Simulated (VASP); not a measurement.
# Sr2AlO (P6mm) in VASP: notebook, part 2 of 2

VASP 6.6.1.

### 3 Relaxation of cell and atoms, PBE

The input, INCAR:

```
SYSTEM = Sr2AlO
ALGO = Normal
EDIFF = 1E-6
EDIFFG = -0.04
ENCUT = 600
GGA = PE
IBRION = 2
ISIF = 3
ISMEAR = 0
LASPH = .True.
LCHARG = .False.
LREAL = .False.
LWAVE = .False.
NELM = 80
NSW = 90
PREC = Accurate
SIGMA = 0.1
```

The input, KPOINTS:

```
k-points
0
Gamma
  6 6 4
  0 0 0
```

The input, POSCAR:

```
Sr2AlO
1.0
    4.9889408400      0.0000000000      0.0000000000
   -2.4944704200      4.3205495100      0.0000000000
    0.0000000000      0.0000000000      4.7860650500
Sr Al O
2 1 1
Direct
    0.3333333300      0.6666666700      0.9218877700
    0.6666666700      0.3333333300      0.9218877700
    0.0000000000      0.0000000000      0.6120277500
    0.0000000000      0.0000000000      0.8995459000
```

Potentials or basis: VASP PAW PBE potentials, release 64 (Sr_sv, Al, O).

The run is started by

```
$ cat potpaw_PBE.64/Sr_sv/POTCAR potpaw_PBE.64/Al/POTCAR potpaw_PBE.64/O/POTCAR > POTCAR
$ mpirun -np 1 vasp_std > vasp.out
```

OUTCAR:

```text
SYSTEM = Sr2AlO
   EDIFF = 1E-6
   EDIFFG = -0.04
   ENCUT = 600
   GGA = PE
   IBRION = 2
   ISIF = 3
   ISMEAR = 0
   LASPH = .True.
   LREAL = .False.
   NELM = 80
   NSW = 90
   PREC = Accurate

 ion  position               nearest neighbor table
   1  0.333  0.667  0.922-   2 2.88   2 2.88   2 2.88   4 2.88   4 2.88   4 2.88   3 3.24   3 3.24
                             3 3.24
   2  0.667  0.333  0.922-   1 2.88   1 2.88   1 2.88   4 2.88   4 2.88   4 2.88   3 3.24   3 3.24
                             3 3.24
   3  0.000  0.000  0.612-   4 1.38   2 3.24   1 3.24   2 3.24   1 3.24   2 3.24   1 3.24
   4  0.000  0.000  0.900-   3 1.38   2 2.88   1 2.88   2 2.88   1 2.88   2 2.88   1 2.88

  LATTYP: Found a hexagonal cell.
 ALAT       =     4.9889408400
 C/A-ratio  =     0.9593348976

  Lattice vectors:

 A1 = (   4.9889408400,   0.0000000000,   0.0000000000)
 A2 = (  -2.4944704200,   4.3205495100,   0.0000000000)
 A3 = (   0.0000000000,   0.0000000000,   4.7860650500)

Analysis of symmetry for initial positions (statically):
=====================================================================
 Subroutine PRICEL returns:
 Original cell was already a primitive cell.

 Routine SETGRP: Setting up the symmetry group for a
 hexagonal supercell.

 Subroutine GETGRP returns: Found 12 space group operations
 (whereof 12 operations were pure point group operations)
 out of a pool of 24 trial point group operations.

The static configuration has the point symmetry C_6v.

Analysis of symmetry for dynamics (positions and initial velocities):
=====================================================================
 Subroutine PRICEL returns:
 Original cell was already a primitive cell.

 Routine SETGRP: Setting up the symmetry group for a
 hexagonal supercell.

 Subroutine GETGRP returns: Found 12 space group operations
 (whereof 12 operations were pure point group operations)
 out of a pool of 24 trial point group operations.

The dynamic configuration has the point symmetry C_6v.

 Subroutine INISYM returns: Found 12 space group operations
 (whereof 12 operations are pure point group operations),
 and found     1 'primitive' translations

[... 137 lines left out ...]

 Free energy of the ion-electron system (eV)
  ---------------------------------------------------
  ext. energy  EPLUGINS =         0.00000000
  ---------------------------------------------------
  free energy    TOTEN  =        -9.46092054 eV

  energy without entropy =       -9.44248633  energy(sigma->0) =       -9.45170343

------------------------ aborting loop because EDIFF is reached ----------------------------------------

  FORCE on cell =-STRESS in cart. coord.  units (eV):
  Direction    XX          YY          ZZ          XY          YZ          ZX
  --------------------------------------------------------------------------------------
  -------------------------------------------------------------------------------------
  Total        5.1681239      5.1681239     26.1775955      0.0000000      0.0000000     -0.0000000
  in kB       80.2634023     80.2634024    406.5504055      0.0000000      0.0000000     -0.0000000
  external PRESSURE =     189.0257367 kB  Pullay stress =       0.0000000 kB
[... 95 lines left out ...]
  FREE ENERGIE OF THE ION-ELECTRON SYSTEM (eV)
  ---------------------------------------------------
  free  energy   TOTEN  =       -12.0907665528 eV

  energy  without entropy=      -12.0745376275  energy(sigma->0) =      -12.08265209

 E-fermi :   3.8035     XC(G=0):  -8.9925

 val. band max:        3.7797271888   @ k =   0.1667   0.1667   0.2500
 cond. band min:       3.8364273178   @ k =   0.1667   0.1667   0.2500
 fundamental gap:      0.0567001290
 Fermi energy:         3.8034868499

 k-point     1 :       0.0000    0.0000    0.0000
  band No.  band energies     occupation
      1     -32.3674      2.00000
      2     -32.2539      2.00000
      3     -16.7262      2.00000
      4     -14.6864      2.00000
      5     -14.6864      2.00000
      6     -14.1652      2.00000
[... 418 lines left out ...]
      5     -14.8028      2.00000
      6     -14.5598      2.00000
[... 10 lines left out ...]
     17       5.7877      0.00000
     18       5.7877      0.00000

[... ionic steps 4 to 43 ...]

--------------------------------------- Ionic step       44  -------------------------------------------

 number of electron      28.9999993 magnetization

------------------------ aborting loop because EDIFF is reached ----------------------------------------
[... 71 lines left out ...]
--------------------------------------- Ionic step       46  -------------------------------------------

 number of electron      28.9999992 magnetization

 Free energy of the ion-electron system (eV)
  ---------------------------------------------------
  ext. energy  EPLUGINS =         0.00000000
  ---------------------------------------------------
  free energy    TOTEN  =       -15.00969448 eV

  energy without entropy =      -14.99362863  energy(sigma->0) =      -15.00166155

 E-fermi :   3.6066     XC(G=0):  -8.9194

 val. band max:        3.5934623814   @ k =   0.1667   0.1667   0.2500
 cond. band min:       3.6299070433   @ k =   0.0000   0.0000   0.5000
 fundamental gap:      0.0364446618
 Fermi energy:         3.6066031352

 k-point     1 :       0.0000    0.0000    0.0000
  band No.  band energies     occupation
      1     -32.7940      2.00000
      2     -32.6242      2.00000
      3     -15.6914      2.00000
      4     -15.2045      2.00000
      5     -15.2045      2.00000
      6     -14.5227      2.00000
[... 461 lines left out ...]
  FREE ENERGIE OF THE ION-ELECTRON SYSTEM (eV)
  ---------------------------------------------------
  free  energy   TOTEN  =       -15.0096944752 eV

  energy  without entropy=      -14.9936286310  energy(sigma->0) =      -15.00166155

 reached required accuracy - stopping structural energy minimisation
```

CONTCAR:

```text
Sr2AlO
   1.00000000000000
     5.6949640759653688    0.0000000000000000    0.0000000000000000
    -2.8474820379826844    4.9319835699409307   -0.0000000000000000
    -0.0000000000000000   -0.0000000000000000    3.6575236143756373
  Sr              Al              O
     2     1     1
Direct
     0.3333333300000021    0.6666666699999979    0.9653986655406986
     0.6666666699999979    0.3333333300000021    0.9653986655406988
     0.0000000000000000    0.0000000000000000    0.4620989033772951
     0.0000000000000000    0.0000000000000000    0.9624529555413061

  0.00000000E+00  0.00000000E+00  0.00000000E+00
  0.00000000E+00  0.00000000E+00  0.00000000E+00
  0.00000000E+00  0.00000000E+00  0.00000000E+00
  0.00000000E+00  0.00000000E+00  0.00000000E+00
```

Run time: 20 min. Hardware: 1 thread of AMD EPYC 9R14 (Zen 4), shared host; peak memory 0.26 GiB.

Results:

```yaml
Free_energy: -15.0097 eV
Relaxed_volume: 25.68 Å³/atom
Relaxed_cell: a = 5.695 Å, b = 5.695 Å, c = 3.658 Å, α = 90.00°, β = 90.00°, γ = 120.00°
Space_group_after_relaxing_to_0.05_Å: P6/mmm (No. 191)
Energy_gained_by_relaxing: 1387.2 meV/atom
Ionic_steps: 46
Pressure_after_relaxing: -0.1 GPa
Largest_force_after_relaxing: 0.039 eV/Å
```

Forces in eV/Å, atoms in the order of the input:
```
Sr   0.000  0.000 -0.015
Sr   0.000  0.000 -0.015
Al   0.000  0.000  0.039
O    0.000  0.000 -0.009
```

Stress tensor (GPa, compression positive):
```
-0.16  0.00  0.00
 0.00 -0.16  0.00
 0.00  0.00 -0.04
```

Step by step:
```
step  energy change (eV)  largest force (eV/Å)  pressure (GPa)  volume (Å³)
   1              0.0000               24.1416           18.90       103.16
   3             -2.6298                0.5914           -5.14       122.17
   5             -3.1321                0.5871           -3.68       112.19
   7             -3.6034                0.3591           -1.16       105.39
   9             -4.0483                1.2027           -0.94       104.08
  11             15.5098               30.6076           94.68        82.44
  13             -3.4657               13.9258           10.04       100.49
  15             -2.8854               18.0396           13.52        99.54
  17             -2.9360               17.8701           13.42        99.58
  19             -3.1404               17.1855           13.07        99.69
  21             -3.4447               14.5047           14.49        99.41
  23             -4.0424               11.2810           11.44       100.12
  25             -5.3103                3.0572            2.24       102.96
  27             -5.4181                1.4591           -0.34       104.15
  29             -5.4245                1.3460           -0.42       104.12
  31             -5.4626                0.9396            0.34       103.19
  33             -5.4693                0.6511            0.84       102.67
  35             -5.4889                0.4395            0.05       103.90
  37             -5.4970                0.4784           -0.29       104.43
  39             -5.5200                0.5037           -1.20       105.60
  41             -5.5378                0.4039           -0.80       104.47
  43             -5.5448                0.3427           -0.32       103.26
  45             -5.5485                0.0504           -0.20       102.94
  46             -5.5488                0.0393           -0.12       102.73
```

Final structure:
```
Sr Al O
1.0
     5.69496    0.00000    0.00000
    -2.84748    4.93198    0.00000
     0.00000    0.00000    3.65752
Sr Al O
2 1 1
Direct
  0.33333 0.66667 0.96540
  0.66667 0.33333 0.96540
  0.00000 0.00000 0.46210
  0.00000 0.00000 0.96245
```

Caveat: an odd number of electrons without spin polarisation forces a metal; a magnetic or distorted state may lie lower.

### 4 Single point, PBE, collinear spin, ferromagnetic start

The input, INCAR:

```
SYSTEM = Sr2AlO
PREC     = Accurate       ! precision mode
ENCUT    = 520            ! plane-wave cutoff, eV
EDIFF    = 1E-7           ! SCF threshold, eV
ISMEAR   = 0              ! smearing method
SIGMA    = 0.1            ! smearing width, eV
LREAL    = .FALSE.        ! projectors in reciprocal space
LASPH    = .TRUE.         ! aspherical terms in the spheres
NELM     = 150            ! most SCF steps
ALGO     = Normal         ! electronic algorithm
ISIF     = 2              ! what is computed and relaxed
LWAVE    = .FALSE.        ! write WAVECAR
LCHARG   = .FALSE.        ! write CHGCAR
ISPIN    = 2              ! spin polarisation
MAGMOM   = 0 0 0 1        ! initial moments
LORBIT   = 11             ! projections on sites
GGA      = PE             ! functional
NBANDS   = 26             ! bands
```

The input, KPOINTS:

```
Automatic mesh
0
G
  6 6 4
  0 0 0
```

POSCAR is that of step 3.

The run is started by

```
$ cat potpaw_PBE.64/Sr_sv/POTCAR potpaw_PBE.64/Al/POTCAR potpaw_PBE.64/O/POTCAR > POTCAR
$ mpirun -np 1 vasp_std > vasp.out
```

It took 2.1 min on 1 thread of AMD EPYC 9R14 (Zen 4), shared host; peak memory 0.29 GiB.

The run converged. Its results:

```yaml
Free_energy: -9.4575 eV
Pressure: 18.9 GPa
Largest_force: 24.146 eV/Å
Net_moment: 0.00 μB per cell
Valence_electrons_inside_the_program's_atomic_spheres: Sr 8.15; Al 1.09; O 5.22
```

Forces in eV/Å, atoms in the order of the input:
```
Sr    0.000   0.000   0.515
Sr    0.000   0.000   0.515
Al    0.000   0.000 -24.146
O     0.000   0.000  23.116
```

Stress tensor (GPa, compression positive):
```
 8.06  0.00  0.00
 0.00  8.06  0.00
 0.00  0.00 40.70
```

Levels at points of the mesh, in eV from the Fermi level:
Spin up:
```csv
k point,band 11,band 12,band 13,band 14,band 15,band 16,band 17,band 18,band 19,band 20
"(0.00, 0.00, 0.00)",-6.33,-5.81,-4.06,0.78,1.30,1.30,2.33,2.33,2.87,2.87
"(0.50, 0.00, 0.00)",-6.22,-5.89,-2.56,-1.16,-0.14,0.45,1.37,1.43,2.24,2.54
"(0.00, 0.00, 0.50)",-6.30,-6.27,-2.45,-0.34,0.52,0.52,1.57,1.57,2.56,3.13
"(0.50, 0.00, 0.50)",-6.33,-6.19,-1.89,-0.69,-0.57,0.05,1.49,2.08,2.61,2.86
```
Spin down:
| k point | band 13 | band 14 | band 15 | band 16 | band 17 | band 18 |
| --- | --- | --- | --- | --- | --- | --- |
| (0.00, 0.00, 0.00) | -4.06 | 0.78 | 1.30 | 1.30 | 2.33 | 2.33 |
| (0.50, 0.00, 0.00) | -2.56 | -1.16 | -0.14 | 0.45 | 1.37 | 1.43 |
| (0.00, 0.00, 0.50) | -2.45 | -0.34 | 0.52 | 0.52 | 1.57 | 1.57 |
| (0.50, 0.00, 0.50) | -1.89 | -0.69 | -0.57 | 0.05 | 1.49 | 2.08 |

Caveat: forces of over 1 eV/Å act on the atoms, so gaps and moduli don't describe the material at rest.

### 5 The runs side by side

| task | spin | cell | cutoff (eV) | gap on the mesh (eV) | pressure (GPa) | largest force (eV/Å) |
| --- | --- | --- | --- | --- | --- | --- |
| single point | off | as given | 520 | none | 18.9 | 24.15 |
| relaxation of cell and atoms | off | relaxed | 600 | none | -0.1 | 0.04 |
| single point | collinear, ferromagnetic start | as given | 520 | none | 18.9 | 24.15 |

Alike in all rows: level PBE; potentials or basis VASP PAW PBE potentials, release 64 (Sr_sv, Al, O); k mesh 6 × 6 × 4; smearing gaussian 0.1 eV.

Caveats: an odd number of electrons without spin polarisation forces a metal (some runs); a magnetic or distorted state may lie lower (some runs); forces of over 1 eV/Å act on the atoms, so gaps and moduli don't describe the material at rest (some runs).

Total energies depend on the potentials used, so only differences within one code and one set of settings carry meaning.
